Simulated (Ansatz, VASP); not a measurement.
**Two plane-wave programs on AlN**

POSCAR

```
AlN
1.0
    3.1130000000      0.0000000000      0.0000000000
   -1.5565000000      2.6959370820      0.0000000000
    0.0000000000      0.0000000000      4.9810000000
Al N
2 2
Direct
    0.6666666667      0.3333333333      0.5000000000
    0.3333333333      0.6666666667      0.0000000000
    0.6666666667      0.3333333333      0.8800000000
    0.3333333333      0.6666666667      0.3800000000
```

INCAR.step1

```
SYSTEM = AlN
PREC = Accurate ; ENCUT = 520
EDIFF = 1E-5 ; ISMEAR = -1
SIGMA = 0.05 ; LREAL = .False.
LASPH = .True. ; NELM = 80
ALGO = Normal ; ISIF = 2
LWAVE = .True. ; LCHARG = .False.
GGA = PE ; NBANDS = 16
```

File INCAR.step2:

```
SYSTEM = AlN
PREC = Accurate ; ENCUT = 520
EDIFF = 1E-7 ; ISMEAR = -1
SIGMA = 0.05 ; LREAL = .False.
LASPH = .True. ; NELM = 80
ALGO = Normal ; ISIF = 2
LWAVE = .False. ; LCHARG = .False.
GGA = PE ; LHFCALC = .True.
AEXX = 1.0 ; ALDAC = 0.0
AGGAC = 0.0 ; PRECFOCK = Normal
ISTART = 1 ; NBANDS = 16
```

Contents of KPOINTS:

```
regular mesh
0
Gamma
  6 6 3
  0 0 0
```

The input input.yaml:

```yaml
crystal:
  lattice:
    - [3.113, 0.0, 0.0]
    - [-1.5565, 2.695937082, 0.0]
    - [0.0, 0.0, 4.981]
  atoms:
    - { symbol: Al, position: [0.6666666667, 0.3333333333, 0.5] }
    - { symbol: Al, position: [0.3333333333, 0.6666666667, 0.0] }
    - { symbol: "N", position: [0.6666666667, 0.3333333333, 0.88] }
    - { symbol: "N", position: [0.3333333333, 0.6666666667, 0.38] }
hamiltonian:
  xc: hf
  pseudopotentials: { kind: paw }
kpoints:
  mp_grid: { grid: [6, 6, 3] }
  band_path:
    path:
      - [[0.0, 0.0, 0.0], [0.5, 0.0, 0.0], [0.3333333333, 0.3333333333, 0.0], [0.0, 0.0, 0.0], [0.0, 0.0, 0.5], [0.5, 0.0, 0.5], [0.3333333333, 0.3333333333, 0.5], [0.0, 0.0, 0.5]]
      - [[0.5, 0.0, 0.5], [0.5, 0.0, 0.0]]
      - [[0.3333333333, 0.3333333333, 0.0], [0.3333333333, 0.3333333333, 0.5]]
    npoints: 4
scf:
  occupations: { method: fermi_dirac, width: 0.05 }
  n_extra_bands: 10
output:
  forces: true
  stress: true
  eigenvalues: true
  fatbands: false
```

Alike in both runs: functional HF; k mesh 6 × 6 × 3; occupations fermi-dirac, width 0.05 eV; no spin polarisation.

|  | VASP | Ansatz |
| --- | --- | --- |
| version | VASP 6.6.1 | Ansatz 0.2.0 |
| potentials or method | VASP PAW PBE potentials, release 64 (Al, N) | Ansatz PAW |
| plane-wave cutoff (eV) | 520 | 420 |
| valence electrons in the cell | 16 | 16 |
| task | single point | band structure |

|  | VASP | Ansatz | Ansatz less VASP |
| --- | --- | --- | --- |
| gap on the k mesh at the Fermi level (eV) | 12.37 | 13.54 | +1.165 |
| least direct gap on the mesh (eV) | 12.37 | 13.54 | +1.165 |
| pressure (GPa) | -2.8 | -2.5 | +0.31 |
| traceless stress, the component that is largest in VASP (GPa) | 1.94 | 1.25 | -0.685 |
| rms of the force components (eV/Å) | 0.043 | 0.068 | +0.0248 |

VASP's potentials were made for PBE, not for HF. Atom by atom the forces differ by 0.025 eV/Å (rms over components). With one functional, cell and mesh, what is left measures potentials, basis and numerics.

The k mesh is coarse, so the values compare programs but aren't converged.
